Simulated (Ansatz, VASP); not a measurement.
**Two plane-wave programs on Ru**

Contents of INCAR:

```
SYSTEM = Ru
PREC = Accurate ; ENCUT = 600
EDIFF = 1E-6 ; ISMEAR = 0
SIGMA = 0.1 ; LREAL = .FALSE.
LASPH = .TRUE. ; NELM = 100
ALGO = Fast ; ISIF = 3
LWAVE = .FALSE. ; LCHARG = .FALSE.
GGA = PS ; IBRION = 2
NSW = 100 ; EDIFFG = -0.005
```

KPOINTS

```
Automatic mesh
0
G
  18 18 10
  0 0 0
```

File POSCAR:

```
Ru
1.0
    2.7057993342      0.0000000000      0.0000000000
   -1.3528996671      2.3432909610      0.0000000000
    0.0000000000      0.0000000000      4.2819000000
Ru
2
Direct
    0.3333333333      0.6666666667      0.2500000000
    0.6666666667      0.3333333333      0.7500000000
```

Input for Ansatz:

```yaml
crystal:
  lattice:
    - [2.7057993342, 0.0, 0.0]
    - [-1.3528996671, 2.343290961, 0.0]
    - [0.0, 0.0, 4.2819]
  atoms:
    - { symbol: Ru, position: [0.3333333333, 0.6666666667, 0.25] }
    - { symbol: Ru, position: [0.6666666667, 0.3333333333, 0.75] }
basis:
  ecutwfc: 420
kpoints:
  mp_grid: { grid: [18, 18, 10] }
hamiltonian:
  xc: pbesol
scf:
  occupations: { method: gaussian, width: 0.1 }
output:
  forces: true
  stress: true
  eigenvalues: true
relax:
  adjacent_minimum: "off"
  f_tol: 0.005
  max_steps: 80
  cell: { stress_tol: 0.05 }
```

Alike in both runs: task relaxation of cell and atoms; functional PBEsol; k mesh 18 × 18 × 10; occupations gaussian, width 0.1 eV; no spin polarisation.

|  | VASP | Ansatz |
| --- | --- | --- |
| version | VASP 6.6.1 | Ansatz 0.2.0 |
| potentials or method | VASP PAW PBE potentials, release 64 (Ru_pv), cutoff 600 eV | scalar-relativistic, plane waves, PAW |
| valence electrons in the cell | 28 | 32 |

Ansatz gave:

* gap on the k mesh at the Fermi level, each at its own relaxed structure (eV): none
* relaxed volume (Å³/atom): 13.32
* relaxed cell length with the largest relative difference (Å): 2.690

Question: Which values does VASP return?

Answer: gap on the k mesh at the Fermi level, each at its own relaxed structure (eV): none; relaxed volume (Å³/atom): 13.32; relaxed cell length with the largest relative difference (Å): 2.689.

VASP's potentials were made for PBE, not for PBEsol. A gap of «none» marks a metal or a gap that the smearing closes. VASP's potentials hold 28 valence electrons a cell and Ansatz's 32, so a difference there can come from the potentials and not from the codes.
